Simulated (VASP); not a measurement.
# Na3Al (Fm-3m) in VASP: a series of runs

Na3Al is run at these levels: PBE; tasks: single point.

Program: VASP 6.6.1. These are calculated values, not measurements. Logs are shortened: lines on timing, memory, paths and dates and some standing lists are left out, and cuts for length are marked.

## Step 1: The cell of the first run

The structure is cubic, space group Fm-3m (No. 225). Conventional cell: a = 7.615 Å, b = 7.615 Å, c = 7.615 Å, α = 90.00°, β = 90.00°, γ = 90.00°. Within 4.3 Å of Al (site symmetry m-3m) lie 14 Na at 3.30 to 3.81 Å. Na (site symmetry m-3m) has 8 Na at 3.30 Å and 6 Al at 3.81 Å within 4.3 Å. Na (site symmetry -43m) has 4 Al at 3.30 Å and 10 Na at 3.30 to 3.81 Å within 4.3 Å.

## Step 2: Single point, PBE

Contents of INCAR:

```
PREC = Accurate
ENCUT = 520
EDIFF = 1E-6
ISMEAR = -1
SIGMA = 0.05
LREAL = False
LASPH = True
NELM = 100
ALGO = Fast
ISIF = 2
LWAVE = False
LCHARG = True
GGA = PE
LELF = True
LVHAR = True
NBANDS = 20
```

Contents of KPOINTS:

```
Automatic mesh
0
Gamma
  6 6 6
```

Contents of POSCAR:

```
Na3Al
1.0
    0.0000000000      3.8072783658      3.8072783658
    3.8072783658      0.0000000000      3.8072783658
    3.8072783658      3.8072783658      0.0000000000
Al Na
1 3
Direct
    0.0000000000      0.0000000000      0.0000000000
    0.5000000000      0.5000000000      0.5000000000
    0.7500000000      0.7500000000      0.7500000000
    0.2500000000      0.2500000000      0.2500000000
```

Potentials or basis: VASP PAW PBE potentials, release 64 (Al, Na_pv).

On the command line:

```console
> cat potpaw_PBE.64/Al/POTCAR potpaw_PBE.64/Na_pv/POTCAR > POTCAR
> mpirun -np 1 vasp_std > vasp.out
```

OUTCAR:

```text
PREC = Accurate
   ENCUT = 520
   EDIFF = 1E-6
   ISMEAR = -1
   LREAL = False
   LASPH = True
   NELM = 100
   ISIF = 2
   GGA = PE

 ion  position               nearest neighbor table
   1  0.000  0.000  0.000-
   2  0.500  0.500  0.500-
   3  0.750  0.750  0.750-
   4  0.250  0.250  0.250-

  LATTYP: Found a face centered cubic cell.
 ALAT       =     7.6145567316

  Lattice vectors:

 A1 = (   0.0000000000,   3.8072783658,   3.8072783658)
 A2 = (   3.8072783658,   0.0000000000,   3.8072783658)
 A3 = (   3.8072783658,   3.8072783658,   0.0000000000)

Analysis of symmetry for initial positions (statically):
=====================================================================
 Subroutine PRICEL returns:
 Original cell was already a primitive cell.

 Routine SETGRP: Setting up the symmetry group for a
 face centered cubic supercell.

 Subroutine GETGRP returns: Found 48 space group operations
 (whereof 48 operations were pure point group operations)
 out of a pool of 48 trial point group operations.

The static configuration has the point symmetry O_h .

Analysis of symmetry for dynamics (positions and initial velocities):
=====================================================================
 Subroutine PRICEL returns:
 Original cell was already a primitive cell.

 Routine SETGRP: Setting up the symmetry group for a
 face centered cubic supercell.

 Subroutine GETGRP returns: Found 48 space group operations
 (whereof 48 operations were pure point group operations)
 out of a pool of 48 trial point group operations.

The dynamic configuration has the point symmetry O_h .

 Subroutine INISYM returns: Found 48 space group operations
 (whereof 48 operations are pure point group operations),
 and found     1 'primitive' translations

----------------------------------------------------------------------------------------

                                     Primitive cell

  volume of cell :     110.3758

  direct lattice vectors                    reciprocal lattice vectors
     0.000000000  3.807278366  3.807278366    -0.131327408  0.131327408  0.131327408
     3.807278366  0.000000000  3.807278366     0.131327408 -0.131327408  0.131327408
     3.807278366  3.807278366  0.000000000     0.131327408  0.131327408 -0.131327408

  length of vectors
     5.384304701  5.384304701  5.384304701     0.227465743  0.227465743  0.227465743

  position of ions in fractional coordinates (direct lattice)
     0.000000000  0.000000000  0.000000000
     0.500000000  0.500000000  0.500000000
     0.750000000  0.750000000  0.750000000
     0.250000000  0.250000000  0.250000000

  ion indices of the primitive-cell ions
   primitive index   ion index
                 1           1
                 2           2
                 3           3
                 4           4

----------------------------------------------------------------------------------------

 KPOINTS: Automatic mesh

Automatic generation of k-mesh.
 Grid dimensions read from file:
 generate k-points for:    6    6    6

 Generating k-lattice:

  Cartesian coordinates                     Fractional coordinates (reciprocal lattice)
    -0.021887901  0.021887901  0.021887901     0.166666667  0.000000000  0.000000000
     0.021887901 -0.021887901  0.021887901     0.000000000  0.166666667  0.000000000
     0.021887901  0.021887901 -0.021887901     0.000000000  0.000000000  0.166666667

  Length of vectors
     0.037910957  0.037910957  0.037910957

  Shift w.r.t. Gamma in fractional coordinates (k-lattice)
     0.000000000  0.000000000  0.000000000

 Subroutine IBZKPT returns following result:
 ===========================================

 Found     16 irreducible k-points:

 Following reciprocal coordinates:
            Coordinates               Weight
  0.000000  0.000000  0.000000      1.000000
  0.166667  0.000000  0.000000      8.000000
  0.333333  0.000000  0.000000      8.000000
  0.500000  0.000000  0.000000      4.000000
  0.166667  0.166667  0.000000      6.000000
  0.333333  0.166667  0.000000     24.000000
[... 8 lines left out ...]
 -0.333333  0.333333  0.166667     24.000000
 -0.333333  0.500000  0.166667     12.000000
   k-points           NKPTS =     16   k-points in BZ     NKDIM =     16   number of bands    NBANDS=     20
   number of dos      NEDOS =    301   number of ions     NIONS =      4
   total plane-waves  NPLWV =  64000
   dimension x,y,z NGX =    40 NGY =   40 NGZ =   40
   dimension x,y,z NGXF=    80 NGYF=   80 NGZF=   80
   ions per type =               1   3
   NGX,Y,Z   is equivalent  to a cutoff of  12.35, 12.35, 12.35 a.u.
   NGXF,Y,Z  is equivalent  to a cutoff of  24.70, 24.70, 24.70 a.u.
 SYSTEM =  unknown system
   PREC   = accura    normal or accurate (medium, high low for compatibility)
   ISTART =      0    job   : 0-new  1-cont  2-samecut
   ICHARG =      2    charge: 1-file 2-atom 10-const
   ISPIN  =      1    spin polarized calculation?
   LNONCOLLINEAR =      F non collinear calculations
   LSORBIT =      F    spin-orbit coupling
   LASPH  =      T    aspherical Exc in radial PAW
   ENCUT  =  520.0 eV  38.22 Ry    6.18 a.u.  10.01 10.01 10.01*2*pi/ulx,y,z
   NELM   =    100;   NELMIN=  2; NELMDL= -5     # of ELM steps
   EDIFF  = 0.1E-05   stopping-criterion for ELM
   LREAL  =      F    real-space projection
   EDIFFG = 0.1E-04   stopping-criterion for IOM
   NSW    =      0    number of steps for IOM
   IBRION =     -1    ionic relax: 0-MD 1-quasi-New 2-CG
   NFREE  =      0    steps in history (QN), initial steepest desc. (CG)
   ISIF   =      2    stress and relaxation
   ISYM   =      2    0-nonsym 1-usesym 2-fastsym
   POTIM  = 0.5000    time-step for ionic-motion
   TEBEG  =    0.0;   TEEND  =   0.0 temperature during run
   PSTRESS=    0.0 pullay stress
   NELECT =      24.0000    total number of electrons
   NUPDOWN=      -1.0000    fix difference up-down
   EMIN   =  10.00;   EMAX   =-10.00  energy-range for DOS
   EFERMI =   0.00;   METHOD = LEGACY
   ISMEAR =    -1;   SIGMA  =   0.05  broadening in eV -4-tet -1-fermi 0-gaus
   EFERMI_NEDOS =   21; number of points for ismear=-14 and -15
   IALGO  =     68    algorithm
   IMIX   =      4    mixing-type and parameters
     AMIX     =   0.40;   BMIX     =  1.00
     AMIX_MAG =   1.60;   BMIX_MAG =  1.00
  volume/ion in A,a.u.               =      27.59       186.21
  Fermi-wavevector in a.u.,A,eV,Ry     =   0.984436  1.860313 13.185587  0.969113
  Thomas-Fermi vector in A             =   2.115668
   LORBIT       =      0    0 simple, 1 ext, 2 COOP (PROOUT), +10 PAW based schemes
   GGA     = PE    functional components
   LHFCALC =     F    Hartree Fock is set to
   AEXX    =    0.0000 exact exchange contribution
   IVDW    =     0    specifies the selected vdW correction
   LEPSILON=     F    determine dielectric tensor
   LRPA    =     F    only Hartree local field effects (RPA)
 non-spin polarized calculation
 RMM-DIIS sequential band-by-band and
  energy-cutoff  :      520.00
  volume of cell :      110.38
 maximum number of plane-waves:      2988
   NGX = 21   NGY = 21   NGZ = 21

 number of electron      23.9999981 magnetization

 Free energy of the ion-electron system (eV)
  ---------------------------------------------------
  ext. energy  EPLUGINS =         0.00000000
  ---------------------------------------------------
  free energy    TOTEN  =        -6.99309883 eV

  energy without entropy =       -6.96660784  energy(sigma->0) =       -6.97985333

 E-fermi :   1.5430     XC(G=0):  -7.5877

 val. band max:        1.5189563275   @ k =   0.5000   0.3333   0.0000
 cond. band min:       1.5585819050   @ k =   0.5000   0.3333   0.1667
 fundamental gap:      0.0396255775
 Fermi energy:         1.5429956805

 k-point     1 :       0.0000    0.0000    0.0000
  band No.  band energies     occupation
      1     -23.1694      2.00000
      2     -23.1694      2.00000
      3     -23.1694      2.00000
      4     -22.7207      2.00000
      5     -22.7207      2.00000
      6     -22.7207      2.00000
[... 12 lines left out ...]
     19       6.4456      0.00000
     20       7.1371      0.00000

 k-point     2 :       0.1667    0.0000    0.0000
  band No.  band energies     occupation
      1     -23.1695      2.00000
      2     -23.1695      2.00000
      3     -23.1695      2.00000
      4     -22.7197      2.00000
      5     -22.7197      2.00000
      6     -22.7194      2.00000
[... 12 lines left out ...]
     19       5.7715      0.00000
     20       6.7972      0.00000

 k-point     3 :       0.3333    0.0000    0.0000
  band No.  band energies     occupation
      1     -23.1699      2.00000
      2     -23.1699      2.00000
      3     -23.1697      2.00000
      4     -22.7170      2.00000
      5     -22.7170      2.00000
      6     -22.7167      2.00000
[... 12 lines left out ...]
     19       6.6774      0.00000
     20       7.1927      0.00000

 k-point     4 :       0.5000    0.0000    0.0000
  band No.  band energies     occupation
      1     -23.1700      2.00000
      2     -23.1700      2.00000
      3     -23.1698      2.00000
      4     -22.7146      2.00000
      5     -22.7142      2.00000
      6     -22.7142      2.00000
[... 12 lines left out ...]
     19       8.3624      0.00000
     20       8.3701      0.00000

 k-point     5 :       0.1667    0.1667    0.0000
  band No.  band energies     occupation
      1     -23.1697      2.00000
      2     -23.1697      2.00000
      3     -23.1692      2.00000
      4     -22.7206      2.00000
      5     -22.7206      2.00000
      6     -22.7166      2.00000
[... 12 lines left out ...]
     19       6.7251      0.00000
     20       7.5502      0.00000
[... 169 lines left out ...]
      6     -22.7201      2.00000
[... 12 lines left out ...]
     19       8.7091      0.00000
     20       9.2447      0.00000

 k-point    14 :       0.5000    0.3333    0.1667
  band No.  band energies     occupation
      1     -23.1705      2.00000
      2     -23.1702      2.00000
      3     -23.1694      2.00000
      4     -22.7213      2.00000
      5     -22.7193      2.00000
      6     -22.7166      2.00000
[... 12 lines left out ...]
     19       8.1987      0.00000
     20       8.7388      0.00000

 k-point    15 :      -0.3333    0.3333    0.1667
  band No.  band energies     occupation
      1     -23.1707      2.00000
      2     -23.1698      2.00000
      3     -23.1698      2.00000
      4     -22.7223      2.00000
      5     -22.7204      2.00000
      6     -22.7133      2.00000
[... 12 lines left out ...]
     19       7.9713      0.00000
     20       9.1810      0.00000

 k-point    16 :      -0.3333    0.5000    0.1667
  band No.  band energies     occupation
      1     -23.1709      2.00000
      2     -23.1703      2.00000
      3     -23.1692      2.00000
      4     -22.7242      2.00000
      5     -22.7209      2.00000
      6     -22.7166      2.00000
[... 12 lines left out ...]
     19       8.6387      0.00000
     20       9.3300      0.00000

------------------------ aborting loop because EDIFF is reached ----------------------------------------

  FORCE on cell =-STRESS in cart. coord.  units (eV):
  Direction    XX          YY          ZZ          XY          YZ          ZX
  --------------------------------------------------------------------------------------
  -------------------------------------------------------------------------------------
  Total        0.3363216      0.3363216      0.3363216     -0.0000000     -0.0000000      0.0000000
  in kB        4.8819293      4.8819293      4.8819293     -0.0000000     -0.0000000      0.0000000
  external PRESSURE =       4.8819293 kB  Pullay stress =       0.0000000 kB

 VOLUME and BASIS-vectors are now :
 -----------------------------------------------------------------------------
  energy-cutoff  :      520.00
  volume of cell :      110.38
      direct lattice vectors                 reciprocal lattice vectors
     0.000000000  3.807278366  3.807278366    -0.131327408  0.131327408  0.131327408
     3.807278366  0.000000000  3.807278366     0.131327408 -0.131327408  0.131327408
     3.807278366  3.807278366  0.000000000     0.131327408  0.131327408 -0.131327408

 POSITION                                       TOTAL-FORCE (eV/Angst)
 -----------------------------------------------------------------------------------
      0.00000      0.00000      0.00000         0.000000      0.000000      0.000000
      3.80728      3.80728      3.80728         0.000000      0.000000      0.000000
      5.71092      5.71092      5.71092        -0.000000     -0.000000     -0.000000
      1.90364      1.90364      1.90364         0.000000     -0.000000      0.000000
 -----------------------------------------------------------------------------------
    total drift:                               -0.000000     -0.000000      0.000000

  FREE ENERGIE OF THE ION-ELECTRON SYSTEM (eV)
  ---------------------------------------------------
  free  energy   TOTEN  =        -6.9930988318 eV

  energy  without entropy=       -6.9666078360  energy(sigma->0) =       -6.97985333
```

It took 27 s on 1 thread of AMD EPYC 9R14 (Zen 4), shared host; peak memory 0.2 GiB.

Results:

| Quantity | Value |
| --- | --- |
| Free energy | -6.9931 eV |
| Pressure | 0.5 GPa |
| Band gap on the k mesh | zero (band 12 reaches 2.65 eV, above the bottom of band 13 at 0.71 eV) |

## Step 3: Single point, PBE

This run uses another cell than the first one, of 28.16 Å³/atom, 1.020 times its volume.

Contents of INCAR:

```
  ALGO = Normal
  EDIFF = 1E-6
  ENCUT = 520
  GGA = PE
  ISIF = 2
  ISMEAR = -1
  LASPH = True
  LCHARG = True
  LELF = True
  LREAL = False
  LVHAR = True
  LWAVE = False
  NBANDS = 20
  NELM = 80
  PREC = Accurate
  SIGMA = 0.05
```

Contents of KPOINTS:

```
k-points
0
Gamma
  6 6 6
```

Contents of POSCAR:

```
Na3Al
1.0
    0.0000000000      3.8330040000      3.8330040000
    3.8330040000      0.0000000000      3.8330040000
    3.8330040000      3.8330040000      0.0000000000
Al Na
1 3
Direct
    0.0000000000      0.0000000000      0.0000000000
    0.5000000000      0.5000000000      0.5000000000
    0.7500000000      0.7500000000      0.7500000000
    0.2500000000      0.2500000000      0.2500000000
```

Potentials or basis: VASP PAW PBE potentials, release 64 (Al, Na_pv).

On the command line:

```console
> cat potpaw_PBE.64/Al/POTCAR potpaw_PBE.64/Na_pv/POTCAR > POTCAR
> mpirun -np 1 vasp_std > vasp.out
```

Run time: 22 s. Hardware: 1 thread of AMD EPYC 9R14 (Zen 4), shared host; peak memory 0.21 GiB.

It converged, with:

```yaml
Free_energy: -6.9975 eV
Pressure: 0.1 GPa
Band_gap_on_the_k_mesh: zero (band 12 reaches 2.55 eV, above the bottom of band 13 at 0.63 eV)
```

Levels at points of the mesh, in eV from the Fermi level:
```csv
k point,band 7,band 8,band 9,band 10,band 11,band 12,band 13,band 14,band 15,band 16
"(0.00, 0.00, 0.00)",-24.27,-24.27,-24.27,-5.43,1.09,1.09,1.09,1.59,3.25,3.25
"(0.50, 0.00, 0.00)",-24.28,-24.28,-24.28,-4.48,-2.27,0.72,0.72,1.95,2.73,2.73
"(0.50, 0.50, 0.00)",-24.27,-24.27,-24.27,-4.18,-1.82,-0.18,-0.18,0.51,1.76,6.24
```

(Continued in part 2 of 2.)
